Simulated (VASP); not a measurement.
# Sc3F (Pm-3m) in VASP: notebook

Sc3F is run at these levels: r2SCAN; tasks: single point.

All numbers are computed with VASP 6.6.1; they aren't measurements. Logs are shortened: lines on timing, memory, paths and dates and some standing lists are left out, and cuts for length are marked.

### 1 The cell of the first run

The structure is cubic, space group Pm-3m (No. 221). The conventional cell has a = 4.061 Å, b = 4.061 Å, c = 4.061 Å, α = 90.00°, β = 90.00°, γ = 90.00°. Sc (site symmetry 4/mmm) has 8 Sc at 2.87 Å and 4 F at 2.87 Å within 3.8 Å. Within 3.8 Å of F (site symmetry m-3m) lie 12 Sc at 2.87 Å.

### 2 Single point, r2SCAN

The input, POSCAR:

```
Sc3F
1.0
    4.0611657916      0.0000000000      0.0000000000
    0.0000000000      4.0611657916      0.0000000000
    0.0000000000      0.0000000000      4.0611657916
Sc F
3 1
Direct
    0.0000000000      0.5000000000      0.5000000000
    0.5000000000      0.0000000000      0.5000000000
    0.5000000000      0.5000000000      0.0000000000
    0.0000000000      0.0000000000      0.0000000000
```

The input, INCAR.step1:

```
PREC = Accurate
ENCUT = 520
ISMEAR = 0
SIGMA = 0.1
LREAL = False
LASPH = True
NELM = 60
NBANDS = 28
GGA = PE
ALGO = Normal
EDIFF = 1E-4
LWAVE = True
LCHARG = False
```

The input, INCAR.step2:

```
PREC = Accurate
ENCUT = 520
EDIFF = 1E-6
ISMEAR = 0
SIGMA = 0.1
LREAL = False
LASPH = True
NELM = 60
ALGO = Normal
ISIF = 2
LWAVE = False
LCHARG = True
METAGGA = R2SCAN
LMIXTAU = True
LELF = True
LVHAR = True
NBANDS = 28
ISTART = 1
```

The input, KPOINTS:

```
regular mesh
0
Gamma
  4 4 4
```

Potentials or basis: VASP PAW PBE potentials, release 64 (Sc_sv, F).

Started as:

```sh
$ cat potpaw_PBE.64/Sc_sv/POTCAR potpaw_PBE.64/F/POTCAR > POTCAR
$ cp INCAR.step1 INCAR
$ mpirun -np 1 vasp_std > vasp.out
$ cp INCAR.step2 INCAR
$ mpirun -np 1 vasp_std > vasp.out
```

OUTCAR:

```text
PREC = Accurate
   ENCUT = 520
   EDIFF = 1E-6
   ISMEAR = 0
   LREAL = False
   LASPH = True
   NELM = 60
   ISIF = 2
   METAGGA = R2SCAN
   ISTART = 1

 ion  position               nearest neighbor table
   1  0.000  0.500  0.500-   2 2.87   3 2.87   3 2.87   2 2.87   2 2.87   3 2.87   3 2.87   2 2.87

   2  0.500  0.000  0.500-   1 2.87   3 2.87   3 2.87   1 2.87   3 2.87   3 2.87   1 2.87   1 2.87

   3  0.500  0.500  0.000-   1 2.87   2 2.87   1 2.87   2 2.87   2 2.87   2 2.87   1 2.87   1 2.87

   4  0.000  0.000  0.000-

  LATTYP: Found a simple cubic cell.
 ALAT       =     4.0611657916

  Lattice vectors:

 A1 = (   4.0611657916,   0.0000000000,   0.0000000000)
 A2 = (   0.0000000000,   4.0611657916,   0.0000000000)
 A3 = (   0.0000000000,   0.0000000000,   4.0611657916)

Analysis of symmetry for initial positions (statically):
=====================================================================
 Subroutine PRICEL returns:
 Original cell was already a primitive cell.

 Routine SETGRP: Setting up the symmetry group for a
 simple cubic supercell.

 Subroutine GETGRP returns: Found 48 space group operations
 (whereof 48 operations were pure point group operations)
 out of a pool of 48 trial point group operations.

The static configuration has the point symmetry O_h .

Analysis of symmetry for dynamics (positions and initial velocities):
=====================================================================
 Subroutine PRICEL returns:
 Original cell was already a primitive cell.

 Routine SETGRP: Setting up the symmetry group for a
 simple cubic supercell.

 Subroutine GETGRP returns: Found 48 space group operations
 (whereof 48 operations were pure point group operations)
 out of a pool of 48 trial point group operations.

The dynamic configuration has the point symmetry O_h .

 Subroutine INISYM returns: Found 48 space group operations
 (whereof 48 operations are pure point group operations),
 and found     1 'primitive' translations

----------------------------------------------------------------------------------------

                                     Primitive cell

  volume of cell :      66.9811

  direct lattice vectors                    reciprocal lattice vectors
     4.061165792  0.000000000  0.000000000     0.246234715  0.000000000  0.000000000
     0.000000000  4.061165792  0.000000000     0.000000000  0.246234715  0.000000000
     0.000000000  0.000000000  4.061165792     0.000000000  0.000000000  0.246234715

  length of vectors
     4.061165792  4.061165792  4.061165792     0.246234715  0.246234715  0.246234715

  position of ions in fractional coordinates (direct lattice)
     0.000000000  0.500000000  0.500000000
     0.500000000  0.000000000  0.500000000
     0.500000000  0.500000000  0.000000000
     0.000000000  0.000000000  0.000000000

  ion indices of the primitive-cell ions
   primitive index   ion index
                 1           1
                 2           2
                 3           3
                 4           4

----------------------------------------------------------------------------------------

 KPOINTS: regular mesh

Automatic generation of k-mesh.
 Grid dimensions read from file:
 generate k-points for:    4    4    4

 Generating k-lattice:

  Cartesian coordinates                     Fractional coordinates (reciprocal lattice)
     0.061558679  0.000000000  0.000000000     0.250000000  0.000000000  0.000000000
     0.000000000  0.061558679  0.000000000     0.000000000  0.250000000  0.000000000
     0.000000000  0.000000000  0.061558679     0.000000000  0.000000000  0.250000000

  Length of vectors
     0.061558679  0.061558679  0.061558679

  Shift w.r.t. Gamma in fractional coordinates (k-lattice)
     0.000000000  0.000000000  0.000000000

 Subroutine IBZKPT returns following result:
 ===========================================

 Found     10 irreducible k-points:

 Following reciprocal coordinates:
            Coordinates               Weight
  0.000000  0.000000  0.000000      1.000000
  0.250000  0.000000  0.000000      6.000000
  0.500000  0.000000  0.000000      3.000000
  0.250000  0.250000  0.000000     12.000000
  0.500000  0.250000  0.000000     12.000000
  0.500000  0.500000  0.000000      3.000000
  0.250000  0.250000  0.250000      8.000000
  0.500000  0.250000  0.250000     12.000000
  0.500000  0.500000  0.250000      6.000000
  0.500000  0.500000  0.500000      1.000000
   k-points           NKPTS =     10   k-points in BZ     NKDIM =     10   number of bands    NBANDS=     28
   number of dos      NEDOS =    301   number of ions     NIONS =      4
   total plane-waves  NPLWV =  27000
   dimension x,y,z NGX =    30 NGY =   30 NGZ =   30
   dimension x,y,z NGXF=    60 NGYF=   60 NGZF=   60
   ions per type =               3   1
   NGX,Y,Z   is equivalent  to a cutoff of  12.28, 12.28, 12.28 a.u.
   NGXF,Y,Z  is equivalent  to a cutoff of  24.56, 24.56, 24.56 a.u.
 SYSTEM =  unknown system
   PREC   = accura    normal or accurate (medium, high low for compatibility)
   ISTART =      1    job   : 0-new  1-cont  2-samecut
   ICHARG =      0    charge: 1-file 2-atom 10-const
   ISPIN  =      1    spin polarized calculation?
   LNONCOLLINEAR =      F non collinear calculations
   LSORBIT =      F    spin-orbit coupling
   LASPH  =      T    aspherical Exc in radial PAW
   ENCUT  =  520.0 eV  38.22 Ry    6.18 a.u.   7.55  7.55  7.55*2*pi/ulx,y,z
   NELM   =     60;   NELMIN=  2; NELMDL=  0     # of ELM steps
   EDIFF  = 0.1E-05   stopping-criterion for ELM
   LREAL  =      F    real-space projection
   EDIFFG = 0.1E-04   stopping-criterion for IOM
   NSW    =      0    number of steps for IOM
   IBRION =     -1    ionic relax: 0-MD 1-quasi-New 2-CG
   NFREE  =      0    steps in history (QN), initial steepest desc. (CG)
   ISIF   =      2    stress and relaxation
   ISYM   =      2    0-nonsym 1-usesym 2-fastsym
   POTIM  = 0.5000    time-step for ionic-motion
   TEBEG  =    0.0;   TEEND  =   0.0 temperature during run
   PSTRESS=    0.0 pullay stress
   NELECT =      40.0000    total number of electrons
   NUPDOWN=      -1.0000    fix difference up-down
   EMIN   =  10.00;   EMAX   =-10.00  energy-range for DOS
   EFERMI =   0.00;   METHOD = LEGACY
   ISMEAR =     0;   SIGMA  =   0.10  broadening in eV -4-tet -1-fermi 0-gaus
   EFERMI_NEDOS =   21; number of points for ismear=-14 and -15
   IALGO  =     38    algorithm
   IMIX   =      4    mixing-type and parameters
     AMIX     =   0.40;   BMIX     =  1.00
     AMIX_MAG =   1.60;   BMIX_MAG =  1.00
  volume/ion in A,a.u.               =      16.75       113.00
  Fermi-wavevector in a.u.,A,eV,Ry     =   1.378619  2.605211 25.859084  1.900589
  Thomas-Fermi vector in A             =   2.503663
   LORBIT       =      0    0 simple, 1 ext, 2 COOP (PROOUT), +10 PAW based schemes
   METAGGA = R2SCAN    functional components
   LHFCALC =     F    Hartree Fock is set to
   AEXX    =    0.0000 exact exchange contribution
   IVDW    =     0    specifies the selected vdW correction
   LEPSILON=     F    determine dielectric tensor
   LRPA    =     F    only Hartree local field effects (RPA)
 non-spin polarized calculation
 Gauss-broadening in eV      SIGMA  =   0.10
  energy-cutoff  :      520.00
  volume of cell :       66.98
 maximum number of plane-waves:      1856
   NGX = 15   NGY = 15   NGZ = 15

 number of electron      39.9999984 magnetization

 Free energy of the ion-electron system (eV)
  ---------------------------------------------------
  ext. energy  EPLUGINS =         0.00000000
  ---------------------------------------------------
  free energy    TOTEN  =       -36.48099699 eV

  energy without entropy =      -36.45538646  energy(sigma->0) =      -36.46819173

 E-fermi :   5.4250     XC(G=0): -11.4479

 val. band max:        5.3805183264   @ k =   0.2500   0.2500   0.2500
 cond. band min:       5.4376180816   @ k =   0.5000   0.5000   0.2500
 fundamental gap:      0.0570997552
 Fermi energy:         5.4249829558

 k-point     1 :       0.0000    0.0000    0.0000
  band No.  band energies     occupation
      1     -45.7471      2.00000
      2     -45.4590      2.00000
      3     -45.4590      2.00000
      4     -23.8131      2.00000
      5     -23.8131      2.00000
      6     -23.8131      2.00000
[... 20 lines left out ...]
     27      10.2612      0.00000
     28      10.2612      0.00000

 k-point     2 :       0.2500    0.0000    0.0000
  band No.  band energies     occupation
      1     -45.7104      2.00000
      2     -45.4957      2.00000
      3     -45.4584      2.00000
      4     -23.7403      2.00000
      5     -23.7403      2.00000
      6     -23.7187      2.00000
[... 20 lines left out ...]
     27       9.2605      0.00000
     28       9.3150      0.00000

 k-point     3 :       0.5000    0.0000    0.0000
  band No.  band energies     occupation
      1     -45.6511      2.00000
      2     -45.5550      2.00000
      3     -45.4577      2.00000
      4     -23.6357      2.00000
      5     -23.6357      2.00000
      6     -23.5497      2.00000
[... 20 lines left out ...]
     27       8.1830      0.00000
     28       8.2693      0.00000

 k-point     4 :       0.2500    0.2500    0.0000
  band No.  band energies     occupation
      1     -45.6778      2.00000
      2     -45.5065      2.00000
      3     -45.4791      2.00000
      4     -23.8027      2.00000
      5     -23.6650      2.00000
      6     -23.5596      2.00000
[... 20 lines left out ...]
     27       8.5508      0.00000
     28       9.1412      0.00000

 k-point     5 :       0.5000    0.2500    0.0000
  band No.  band energies     occupation
      1     -45.6224      2.00000
      2     -45.5542      2.00000
      3     -45.4857      2.00000
      4     -23.7308      2.00000
      5     -23.6534      2.00000
      6     -23.5499      2.00000
[... 20 lines left out ...]
     27       8.1611      0.00000
     28       8.3745      0.00000

 k-point     6 :       0.5000    0.5000    0.0000
  band No.  band energies     occupation
      1     -45.5539      2.00000
      2     -45.5534      2.00000
      3     -45.5534      2.00000
      4     -23.8436      2.00000
      5     -23.6649      2.00000
      6     -23.4228      2.00000
[... 20 lines left out ...]
     27       8.2216      0.00000
     28       8.6104      0.00000

 k-point     7 :       0.2500    0.2500    0.2500
  band No.  band energies     occupation
      1     -45.6503      2.00000
      2     -45.5057      2.00000
      3     -45.5057      2.00000
      4     -23.8779      2.00000
      5     -23.6224      2.00000
      6     -23.6224      2.00000
[... 20 lines left out ...]
     27       8.6472      0.00000
     28       9.0718      0.00000

 k-point     8 :       0.5000    0.2500    0.2500
  band No.  band energies     occupation
      1     -45.6017      2.00000
      2     -45.5534      2.00000
      3     -45.5050      2.00000
      4     -23.8347      2.00000
      5     -23.7411      2.00000
      6     -23.6719      2.00000
[... 20 lines left out ...]
     27       8.1016      0.00000
     28       8.7692      0.00000

 k-point     9 :       0.5000    0.5000    0.2500
  band No.  band energies     occupation
      1     -45.5529      2.00000
      2     -45.5526      2.00000
      3     -45.5526      2.00000
      4     -23.9074      2.00000
      5     -23.8269      2.00000
      6     -23.6923      2.00000
[... 20 lines left out ...]
     27       8.3738      0.00000
     28       8.8288      0.00000

 k-point    10 :       0.5000    0.5000    0.5000
  band No.  band energies     occupation
      1     -45.5518      2.00000
      2     -45.5518      2.00000
      3     -45.5518      2.00000
      4     -24.0589      2.00000
      5     -23.8100      2.00000
      6     -23.8100      2.00000
[... 20 lines left out ...]
     27       8.6624      0.00000
     28       9.4025      0.00000

------------------------ aborting loop because EDIFF is reached ----------------------------------------

  FORCE on cell =-STRESS in cart. coord.  units (eV):
  Direction    XX          YY          ZZ          XY          YZ          ZX
  --------------------------------------------------------------------------------------
  -------------------------------------------------------------------------------------
  Total        7.0810576      7.0810576      7.0810576     -0.0000000     -0.0000000      0.0000000
  in kB      169.3778248    169.3778248    169.3778248     -0.0000000     -0.0000000      0.0000000
  external PRESSURE =     169.3778248 kB  Pullay stress =       0.0000000 kB

 VOLUME and BASIS-vectors are now :
 -----------------------------------------------------------------------------
  energy-cutoff  :      520.00
  volume of cell :       66.98
      direct lattice vectors                 reciprocal lattice vectors
     4.061165792  0.000000000  0.000000000     0.246234715  0.000000000  0.000000000
     0.000000000  4.061165792  0.000000000     0.000000000  0.246234715  0.000000000
     0.000000000  0.000000000  4.061165792     0.000000000  0.000000000  0.246234715

 POSITION                                       TOTAL-FORCE (eV/Angst)
 -----------------------------------------------------------------------------------
      0.00000      2.03058      2.03058         0.000000      0.000000      0.000000
      2.03058      0.00000      2.03058         0.000000      0.000000      0.000000
      2.03058      2.03058      0.00000         0.000000      0.000000      0.000000
      0.00000      0.00000      0.00000         0.000000      0.000000      0.000000
 -----------------------------------------------------------------------------------
    total drift:                                0.000000      0.000000     -0.000000

  FREE ENERGIE OF THE ION-ELECTRON SYSTEM (eV)
  ---------------------------------------------------
  free  energy   TOTEN  =       -36.4809969928 eV

  energy  without entropy=      -36.4553864590  energy(sigma->0) =      -36.46819173
```

Wall time 49 s (1 thread of Intel Xeon Platinum 8488C (Sapphire Rapids), shared host); peak memory 0.17 GiB.

Results:

```yaml
Free_energy: -36.4810 eV
Pressure: 16.9 GPa
Band_gap_on_the_k_mesh: zero (band 20 reaches 5.69 eV, above the bottom of band 21 at 4.76 eV)
```

Levels at points of the mesh, in eV from the Fermi level:
```tsv
k point	band 16	band 17	band 18	band 19	band 20	band 21	band 22	band 23	band 24	band 25
(0.00, 0.00, 0.00)	-6.69	-4.76	-1.88	-1.14	-1.14	-0.67	-0.67	-0.67	3.34	3.34
(0.50, 0.00, 0.00)	-6.82	-2.68	-0.98	-0.28	-0.19	0.44	1.17	1.17	1.36	1.36
(0.50, 0.50, 0.00)	-6.90	-1.10	-0.22	-0.22	0.27	0.83	1.09	1.09	1.61	1.61
(0.50, 0.50, 0.50)	-6.94	-1.51	-1.51	-1.51	-0.43	1.40	1.58	1.58	1.58	3.24
```

Caveat: the k points lie up to 0.39 Å⁻¹ apart; the PAW data sets were made with another functional, which shifts forces and pressure a little.

### 3 Single point, r2SCAN

This run uses another cell than the first one, of 21.76 Å³/atom, 1.300 times its volume.

The input, POSCAR:

```
Sc3F
1.0
    4.4318809636      0.0000000000      0.0000000000
    0.0000000000      4.4318809636      0.0000000000
    0.0000000000      0.0000000000      4.4318809636
Sc F
3 1
Direct
    0.0000000000      0.5000000000      0.5000000000
    0.5000000000      0.0000000000      0.5000000000
    0.5000000000      0.5000000000      0.0000000000
    0.0000000000      0.0000000000      0.0000000000
```

The input, INCAR.step1:

```
SYSTEM = Sc3F
PREC = Accurate
ENCUT = 520
ISMEAR = 0
SIGMA = 0.1
LREAL = .False.
LASPH = .True.
NELM = 60
NBANDS = 28
GGA = PE
ALGO = Normal
EDIFF = 1E-4
LWAVE = .True.
LCHARG = .False.
```

The input, INCAR.step2:

```
SYSTEM = Sc3F
PREC = Accurate
ENCUT = 520
EDIFF = 1E-6
ISMEAR = 0
SIGMA = 0.1
LREAL = .False.
LASPH = .True.
NELM = 60
ALGO = Normal
ISIF = 2
LWAVE = .False.
LCHARG = .False.
METAGGA = R2SCAN
LMIXTAU = .True.
NBANDS = 28
ISTART = 1
```

The input, KPOINTS:

```
Automatic mesh
0
Gamma
  4 4 4
  0 0 0
```

Potentials or basis: VASP PAW PBE potentials, release 64 (Sc_sv, F).

Started as:

```sh
$ cat potpaw_PBE.64/Sc_sv/POTCAR potpaw_PBE.64/F/POTCAR > POTCAR
$ cp INCAR.step1 INCAR
$ mpirun -np 1 vasp_std > vasp.out
$ cp INCAR.step2 INCAR
$ mpirun -np 1 vasp_std > vasp.out
```

Run time: 82 s. Hardware: 1 thread of Intel Xeon Platinum 8488C (Sapphire Rapids), shared host; peak memory 0.21 GiB.

The run converged. Its results:

| Item | Value |
| --- | --- |
| Free energy | -37.3936 eV |
| Pressure | 0.3 GPa |
| Band gap on the k mesh | zero (band 20 reaches 3.70 eV, above the bottom of band 21 at 3.25 eV) |

Levels at points of the mesh, in eV from the Fermi level:
```
           k point  band 17  band 18  band 19  band 20  band 21  band 22  band 23  band 24
(0.00, 0.00, 0.00)    -4.67    -1.23    -0.76    -0.76    -0.35    -0.35    -0.35     2.65
(0.50, 0.00, 0.00)    -2.71    -1.51    -0.16     0.00     0.43     0.88     0.88     0.91
(0.50, 0.50, 0.00)    -1.64    -0.57    -0.57     0.11     0.42     0.85     0.85     1.22
(0.50, 0.50, 0.50)    -1.41    -1.41    -1.41    -0.15     0.23     1.29     1.29     1.29
```

Caveat: the PAW data sets were made with another functional, which shifts forces and pressure a little.
